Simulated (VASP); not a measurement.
# Al (Fm-3m) in VASP: a series of runs

Al is run at these levels: BLYP, PBEsol; tasks: single point.

Program: VASP 6.6.1. These are calculated values, not measurements. Logs are shortened: lines on timing, memory, paths and dates and some standing lists are left out, and cuts for length are marked.

### Step 1. The cell of the first run

Symmetry: Fm-3m, No. 225, cubic system. The conventional cell has a = 4.050 Å, b = 4.050 Å, c = 4.050 Å, α = 90.00°, β = 90.00°, γ = 90.00°. Al (site symmetry m-3m) has 12 Al at 2.86 Å within 3.8 Å.

### Step 2. Single point, BLYP

Input file INCAR:

```
SYSTEM = Al
AGGAC = 1.0
AGGAX = 1.0
ALDAC = 0.0
ALDAX = 1.0
ALGO = Normal
EDIFF = 1E-7
ENCUT = 520
GGA = B5
ISIF = 2
ISMEAR = -1
LASPH = .TRUE.
LCHARG = .FALSE.
LREAL = .FALSE.
LWAVE = .FALSE.
NBANDS = 8
NELM = 100
PREC = Accurate
SIGMA = 0.05
```

Input file KPOINTS:

```
k-points
0
G
  11 11 11
  0 0 0
```

Input file POSCAR:

```
Al
1.0
    0.0000000000      2.0248050000      2.0248050000
    2.0248050000      0.0000000000      2.0248050000
    2.0248050000      2.0248050000      0.0000000000
Al
1
Direct
    0.0000000000      0.0000000000      0.0000000000
```

Potentials or basis: VASP PAW PBE potentials, release 64 (Al).

Command:

```console
$ cat potpaw_PBE.64/Al/POTCAR > POTCAR
$ mpirun -np 1 vasp_std > vasp.out
```

OUTCAR:

```text
SYSTEM = Al
   EDIFF = 1E-7
   ENCUT = 520
   GGA = B5
   ISIF = 2
   ISMEAR = -1
   LASPH = .TRUE.
   LREAL = .FALSE.
   NELM = 100
   PREC = Accurate

 ion  position               nearest neighbor table
   1  0.000  0.000  0.000-

  LATTYP: Found a face centered cubic cell.
 ALAT       =     4.0496100000

  Lattice vectors:

 A1 = (   0.0000000000,   2.0248050000,   2.0248050000)
 A2 = (   2.0248050000,   0.0000000000,   2.0248050000)
 A3 = (   2.0248050000,   2.0248050000,   0.0000000000)

Analysis of symmetry for initial positions (statically):
=====================================================================
 Subroutine PRICEL returns:
 Original cell was already a primitive cell.

 Routine SETGRP: Setting up the symmetry group for a
 face centered cubic supercell.

 Subroutine GETGRP returns: Found 48 space group operations
[... 9 lines left out ...]

 Routine SETGRP: Setting up the symmetry group for a
 face centered cubic supercell.

 Subroutine GETGRP returns: Found 48 space group operations
 (whereof 48 operations were pure point group operations)
 out of a pool of 48 trial point group operations.

The dynamic configuration has the point symmetry O_h .

 Subroutine INISYM returns: Found 48 space group operations
 (whereof 48 operations are pure point group operations),
 and found     1 'primitive' translations

----------------------------------------------------------------------------------------

                                     Primitive cell

  volume of cell :      16.6027

  direct lattice vectors                    reciprocal lattice vectors
     0.000000000  2.024805000  2.024805000    -0.246937359  0.246937359  0.246937359
     2.024805000  0.000000000  2.024805000     0.246937359 -0.246937359  0.246937359
     2.024805000  2.024805000  0.000000000     0.246937359  0.246937359 -0.246937359

  length of vectors
     2.863506692  2.863506692  2.863506692     0.427708053  0.427708053  0.427708053

  position of ions in fractional coordinates (direct lattice)
     0.000000000  0.000000000  0.000000000

  ion indices of the primitive-cell ions
   primitive index   ion index
                 1           1

----------------------------------------------------------------------------------------

 KPOINTS: k-points

Automatic generation of k-mesh.
 Grid dimensions read from file:
 generate k-points for:   11   11   11
[... 58 lines left out ...]
   ISPIN  =      1    spin polarized calculation?
   LNONCOLLINEAR =      F non collinear calculations
   LSORBIT =      F    spin-orbit coupling
   LASPH  =      T    aspherical Exc in radial PAW
   ENCUT  =  520.0 eV  38.22 Ry    6.18 a.u.   5.32  5.32  5.32*2*pi/ulx,y,z
   NELM   =    100;   NELMIN=  2; NELMDL= -5     # of ELM steps
   EDIFF  = 0.1E-06   stopping-criterion for ELM
   LREAL  =      F    real-space projection
   EDIFFG = 0.1E-05   stopping-criterion for IOM
   NSW    =      0    number of steps for IOM
   IBRION =     -1    ionic relax: 0-MD 1-quasi-New 2-CG
   NFREE  =      0    steps in history (QN), initial steepest desc. (CG)
   ISIF   =      2    stress and relaxation
   ISYM   =      2    0-nonsym 1-usesym 2-fastsym
   POTIM  = 0.5000    time-step for ionic-motion
   TEBEG  =    0.0;   TEEND  =   0.0 temperature during run
   PSTRESS=    0.0 pullay stress
   NELECT =       3.0000    total number of electrons
   NUPDOWN=      -1.0000    fix difference up-down
   EMIN   =  10.00;   EMAX   =-10.00  energy-range for DOS
   EFERMI =   0.00;   METHOD = LEGACY
   ISMEAR =    -1;   SIGMA  =   0.05  broadening in eV -4-tet -1-fermi 0-gaus
   EFERMI_NEDOS =   21; number of points for ismear=-14 and -15
   IALGO  =     38    algorithm
   IMIX   =      4    mixing-type and parameters
     AMIX     =   0.40;   BMIX     =  1.00
     AMIX_MAG =   1.60;   BMIX_MAG =  1.00
  volume/ion in A,a.u.               =      16.60       112.04
  Fermi-wavevector in a.u.,A,eV,Ry     =   0.925526  1.748991 11.654733  0.856599
  Thomas-Fermi vector in A             =   2.051390
   LORBIT       =      0    0 simple, 1 ext, 2 COOP (PROOUT), +10 PAW based schemes
   GGA     = B5    functional components
   LHFCALC =     F    Hartree Fock is set to
   AEXX    =    0.0000 exact exchange contribution
   IVDW    =     0    specifies the selected vdW correction
   LEPSILON=     F    determine dielectric tensor
   LRPA    =     F    only Hartree local field effects (RPA)
 non-spin polarized calculation
  energy-cutoff  :      520.00
  volume of cell :       16.60
 maximum number of plane-waves:       459
 NGX is ok and might be reduce to    24
   NGX = 11   NGY = 11   NGZ = 11

 number of electron       3.0000000 magnetization

 Free energy of the ion-electron system (eV)
  ---------------------------------------------------
  ext. energy  EPLUGINS =         0.00000000
  ---------------------------------------------------
  free energy    TOTEN  =        -2.70684779 eV

  energy without entropy =       -2.70289949  energy(sigma->0) =       -2.70487364

 E-fermi :   8.4356     XC(G=0):  -9.6452

 val. band max:        8.2099805143   @ k =  -0.4545   0.4545   0.0909
 cond. band min:       8.4373322498   @ k =   0.4545   0.1818   0.0909
 fundamental gap:      0.2273517355
 Fermi energy:         8.4356269336

 k-point     1 :       0.0000    0.0000    0.0000
  band No.  band energies     occupation
      1      -2.6608      2.00000
      2      20.9546      0.00000
      3      20.9546      0.00000
      4      20.9546      0.00000
      5      22.2370      0.00000
      6      22.2370      0.00000
      7      22.2370      0.00000
      8      24.9478      0.00000
[... 243 lines left out ...]
 k-point    24 :      -0.1818    0.1818    0.0000
  band No.  band energies     occupation
      1      -0.2967      2.00000
      2      12.2118      0.00000
      3      13.6251      0.00000
      4      20.1069      0.00000
      5      22.2166      0.00000
      6      23.2555      0.00000
      7      24.3055      0.00000
      8      25.2382      0.00000

 [... further k-points ...]
[... 5 lines left out ...]
  --------------------------------------------------------------------------------------
  -------------------------------------------------------------------------------------
  Total        0.3253774      0.3253774      0.3253774     -0.0000000     -0.0000000      0.0000000
  in kB       31.3991833     31.3991833     31.3991833     -0.0000000     -0.0000000      0.0000000
  external PRESSURE =      31.3991833 kB  Pullay stress =       0.0000000 kB

 VOLUME and BASIS-vectors are now :
 -----------------------------------------------------------------------------
  energy-cutoff  :      520.00
  volume of cell :       16.60
      direct lattice vectors                 reciprocal lattice vectors
     0.000000000  2.024805000  2.024805000    -0.246937359  0.246937359  0.246937359
     2.024805000  0.000000000  2.024805000     0.246937359 -0.246937359  0.246937359
     2.024805000  2.024805000  0.000000000     0.246937359  0.246937359 -0.246937359

 POSITION                                       TOTAL-FORCE (eV/Angst)
 -----------------------------------------------------------------------------------
      0.00000      0.00000      0.00000         0.000000      0.000000      0.000000
 -----------------------------------------------------------------------------------
    total drift:                                0.000000     -0.000000     -0.000000

  FREE ENERGIE OF THE ION-ELECTRON SYSTEM (eV)
  ---------------------------------------------------
  free  energy   TOTEN  =        -2.7068477940 eV

  energy  without entropy=       -2.7028994897  energy(sigma->0) =       -2.70487364
```

It took 5.9 s on 1 thread of Intel Xeon Platinum 8488C (Sapphire Rapids), shared host; peak memory 0.13 GiB.

What came out:

| Property | Result |
| --- | --- |
| Free energy | -2.7068 eV |
| Pressure | 3.1 GPa |

Caveat: the PAW data sets were made with another functional, which shifts forces and pressure a little.

### Step 3. Single point, PBEsol

This run uses another cell than the first one, of 12.95 Å³/atom, 0.780 times its volume.

Input file INCAR:

```
PREC = Accurate
ENCUT = 520
EDIFF = 1E-7
ISMEAR = -1
SIGMA = 0.05
LREAL = False
LASPH = True
NELM = 80
ALGO = Normal
ISIF = 2
LWAVE = False
LCHARG = True
GGA = PS
LELF = True
LVHAR = True
NBANDS = 8
```

Input file KPOINTS:

```
regular mesh
0
Gamma
  11 11 11
```

Input file POSCAR:

```
Al
1.0
    0.0000000000      1.8637506652      1.8637506652
    1.8637506652      0.0000000000      1.8637506652
    1.8637506652      1.8637506652      0.0000000000
Al
1
Direct
    0.0000000000      0.0000000000      0.0000000000
```

Potentials or basis: VASP PAW PBE potentials, release 64 (Al).

Command:

```console
$ cat potpaw_PBE.64/Al/POTCAR > POTCAR
$ mpirun -np 1 vasp_std > vasp.out
```

Run time: 11 s. Hardware: 1 thread of AMD EPYC 7R13, shared host; peak memory 0.09 GiB.

It converged, with:

- Free energy: -3.8483 eV
- Pressure: 30.4 GPa

Levels at points of the mesh, in eV from the Fermi level:
| k point | band 1 | band 2 | band 3 | band 4 | band 5 | band 6 |
| --- | --- | --- | --- | --- | --- | --- |
| (0.00, 0.00, 0.00) | -12.91 | 14.01 | 14.01 | 14.01 | 17.54 | 17.54 |

Caveat: the PAW data sets were made with another functional, which shifts forces and pressure a little.

### Step 4. Single point, PBEsol

This run uses another cell than the first one, of 14.69 Å³/atom, 0.885 times its volume.

Input file INCAR:

```
SYSTEM = Al
ALGO     = Normal         ! electronic algorithm
EDIFF    = 1E-6           ! SCF threshold, eV
ENCUT    = 520            ! plane-wave cutoff, eV
GGA      = PS             ! functional
ISIF     = 2              ! what is computed and relaxed
ISMEAR   = -1             ! smearing method
LASPH    = .TRUE.         ! aspherical terms in the spheres
LCHARG   = .TRUE.         ! write CHGCAR
LELF     = .TRUE.         ! ELF
LREAL    = .FALSE.        ! projectors in reciprocal space
LVHAR    = .TRUE.       
LWAVE    = .FALSE.        ! write WAVECAR
NBANDS   = 8              ! bands
NELM     = 60             ! most SCF steps
PREC     = Accurate       ! precision mode
SIGMA    = 0.05           ! smearing width, eV
```

Input file KPOINTS:

```
k-points
0
G
  11 11 11
  0 0 0
```

Input file POSCAR:

```
Al
1.0
    0.0000000000      1.9439831794      1.9439831794
    1.9439831794      0.0000000000      1.9439831794
    1.9439831794      1.9439831794      0.0000000000
Al
1
Direct
    0.0000000000      0.0000000000      0.0000000000
```

Potentials or basis: VASP PAW PBE potentials, release 64 (Al).

Command:

```console
$ cat potpaw_PBE.64/Al/POTCAR > POTCAR
$ mpirun -np 1 vasp_std > vasp.out
```

OUTCAR:

```text
SYSTEM = Al
   EDIFF = 1E-6
   ENCUT = 520
   GGA = PS
   ISIF = 2
   ISMEAR = -1
   LASPH = .TRUE.
   LREAL = .FALSE.
   NELM = 60
   PREC = Accurate

 ion  position               nearest neighbor table
   1  0.000  0.000  0.000-

  LATTYP: Found a face centered cubic cell.
 ALAT       =     3.8879663588

  Lattice vectors:

 A1 = (   0.0000000000,   1.9439831794,   1.9439831794)
 A2 = (   1.9439831794,   0.0000000000,   1.9439831794)
 A3 = (   1.9439831794,   1.9439831794,   0.0000000000)

Analysis of symmetry for initial positions (statically):
=====================================================================
 Subroutine PRICEL returns:
 Original cell was already a primitive cell.

 Routine SETGRP: Setting up the symmetry group for a
 face centered cubic supercell.

 Subroutine GETGRP returns: Found 48 space group operations
[... 9 lines left out ...]

 Routine SETGRP: Setting up the symmetry group for a
 face centered cubic supercell.

 Subroutine GETGRP returns: Found 48 space group operations
 (whereof 48 operations were pure point group operations)
 out of a pool of 48 trial point group operations.

The dynamic configuration has the point symmetry O_h .

 Subroutine INISYM returns: Found 48 space group operations
 (whereof 48 operations are pure point group operations),
 and found     1 'primitive' translations

----------------------------------------------------------------------------------------

                                     Primitive cell

  volume of cell :      14.6929

  direct lattice vectors                    reciprocal lattice vectors
     0.000000000  1.943983179  1.943983179    -0.257203872  0.257203872  0.257203872
     1.943983179  0.000000000  1.943983179     0.257203872 -0.257203872  0.257203872
     1.943983179  1.943983179  0.000000000     0.257203872  0.257203872 -0.257203872

  length of vectors
[... 93 lines left out ...]
   EMIN   =  10.00;   EMAX   =-10.00  energy-range for DOS
   EFERMI =   0.00;   METHOD = LEGACY
   ISMEAR =    -1;   SIGMA  =   0.05  broadening in eV -4-tet -1-fermi 0-gaus
   EFERMI_NEDOS =   21; number of points for ismear=-14 and -15
   IALGO  =     38    algorithm
   IMIX   =      4    mixing-type and parameters
     AMIX     =   0.40;   BMIX     =  1.00
     AMIX_MAG =   1.60;   BMIX_MAG =  1.00
  volume/ion in A,a.u.               =      14.69        99.15
  Fermi-wavevector in a.u.,A,eV,Ry     =   0.964005  1.821706 12.643978  0.929306
  Thomas-Fermi vector in A             =   2.093599
   LORBIT       =      0    0 simple, 1 ext, 2 COOP (PROOUT), +10 PAW based schemes
   GGA     = PS    functional components
   LHFCALC =     F    Hartree Fock is set to
   AEXX    =    0.0000 exact exchange contribution
   IVDW    =     0    specifies the selected vdW correction
   LEPSILON=     F    determine dielectric tensor
   LRPA    =     F    only Hartree local field effects (RPA)
 non-spin polarized calculation
  energy-cutoff  :      520.00
  volume of cell :       14.69
 maximum number of plane-waves:       411
   NGX = 11   NGY = 11   NGZ = 11

 number of electron       3.0000000 magnetization

 Free energy of the ion-electron system (eV)
  ---------------------------------------------------
  ext. energy  EPLUGINS =         0.00000000
  ---------------------------------------------------
  free energy    TOTEN  =        -4.05759065 eV

  energy without entropy =       -4.05389623  energy(sigma->0) =       -4.05574344

 E-fermi :   9.2007     XC(G=0): -10.6875

 val. band max:        9.1685061245   @ k =  -0.3636   0.3636   0.0000
 cond. band min:       9.2406915169   @ k =   0.4545   0.1818   0.0909
 fundamental gap:      0.0721853924
 Fermi energy:         9.2007165959

 k-point     1 :       0.0000    0.0000    0.0000
  band No.  band energies     occupation
      1      -2.7436      2.00000
      2      22.4647      0.00000
      3      22.4647      0.00000
      4      22.4647      0.00000
      5      24.8807      0.00000
      6      24.8807      0.00000
      7      24.8807      0.00000
      8      26.5654      0.00000
[... 243 lines left out ...]
 k-point    24 :      -0.1818    0.1818    0.0000
  band No.  band energies     occupation
      1      -0.1825      2.00000
      2      13.2027      0.00000
      3      15.0232      0.00000
      4      22.0313      0.00000
      5      24.1843      0.00000
      6      24.9748      0.00000
      7      26.7461      0.00000
      8      27.6379      0.00000

 [... further k-points ...]
[... 5 lines left out ...]
  --------------------------------------------------------------------------------------
  -------------------------------------------------------------------------------------
  Total        0.9282204      0.9282204      0.9282204     -0.0000000     -0.0000000     -0.0000000
  in kB      101.2171697    101.2171697    101.2171697     -0.0000000     -0.0000000     -0.0000000
  external PRESSURE =     101.2171697 kB  Pullay stress =       0.0000000 kB

 VOLUME and BASIS-vectors are now :
 -----------------------------------------------------------------------------
  energy-cutoff  :      520.00
  volume of cell :       14.69
      direct lattice vectors                 reciprocal lattice vectors
     0.000000000  1.943983179  1.943983179    -0.257203872  0.257203872  0.257203872
     1.943983179  0.000000000  1.943983179     0.257203872 -0.257203872  0.257203872
     1.943983179  1.943983179  0.000000000     0.257203872  0.257203872 -0.257203872

 POSITION                                       TOTAL-FORCE (eV/Angst)
 -----------------------------------------------------------------------------------
      0.00000      0.00000      0.00000        -0.000000     -0.000000     -0.000000
 -----------------------------------------------------------------------------------
    total drift:                               -0.000000     -0.000000     -0.000000

  FREE ENERGIE OF THE ION-ELECTRON SYSTEM (eV)
  ---------------------------------------------------
  free  energy   TOTEN  =        -4.0575906523 eV

  energy  without entropy=       -4.0538962337  energy(sigma->0) =       -4.05574344
```

OSZICAR:

```text
N       E                     dE             d eps       ncg     rms          rms(c)
DAV:   1    -0.260820734955E+01   -0.26082E+01   -0.88811E+02   904   0.205E+02
DAV:   2    -0.408289122937E+01   -0.14747E+01   -0.14480E+01  1280   0.193E+01
DAV:   3    -0.408862835693E+01   -0.57371E-02   -0.57365E-02  1168   0.138E+00
DAV:   4    -0.408863680412E+01   -0.84472E-05   -0.84465E-05  1384   0.459E-02
DAV:   5    -0.408863684297E+01   -0.38849E-07   -0.39004E-07  1192   0.163E-03    0.162E+00
DAV:   6    -0.407009988070E+01    0.18537E-01   -0.15982E-03  1256   0.168E-01    0.913E-01
DAV:   7    -0.405761226240E+01    0.12488E-01   -0.44787E-03  1232   0.273E-01    0.199E-01
DAV:   8    -0.405759110354E+01    0.21159E-04   -0.20763E-05  1288   0.293E-02    0.286E-02
DAV:   9    -0.405759065228E+01    0.45127E-06   -0.22035E-07  1256   0.247E-03
   1 F= -.40575907E+01 E0= -.40557434E+01  d E =-.369442E-02
```

Wall time 10 s (1 thread of AMD EPYC 7R13, shared host); peak memory 0.09 GiB.

What came out:

```
Free energy : -4.0576 eV
Pressure    : 10.1 GPa
```

Levels at points of the mesh, in eV from the Fermi level:
| k point | band 1 | band 2 | band 3 | band 4 | band 5 |
| --- | --- | --- | --- | --- | --- |
| (0.00, 0.00, 0.00) | -11.94 | 13.26 | 13.26 | 13.26 | 15.68 |

Caveat: the PAW data sets were made with another functional, which shifts forces and pressure a little.

### Step 5. Overview

| level | cell | gap on the mesh (eV) | pressure (GPa) |
| --- | --- | --- | --- |
| BLYP | a = 2.864 Å, angles 60.0°, 1 atom | none | 3.1 |
| PBEsol | a = 2.636 Å, angles 60.0°, 1 atom | none | 30.4 |
| PBEsol | a = 2.749 Å, angles 60.0°, 1 atom | none | 10.1 |

Alike in all rows: task single point; potentials or basis VASP PAW PBE potentials, release 64 (Al); no spin polarisation; k mesh 11 × 11 × 11; cutoff (eV) 520; smearing fermi-dirac 0.05 eV.

Caveats: the PAW data sets were made with another functional, which shifts forces and pressure a little.

Absolute energies hang on the potentials; compare differences alone.
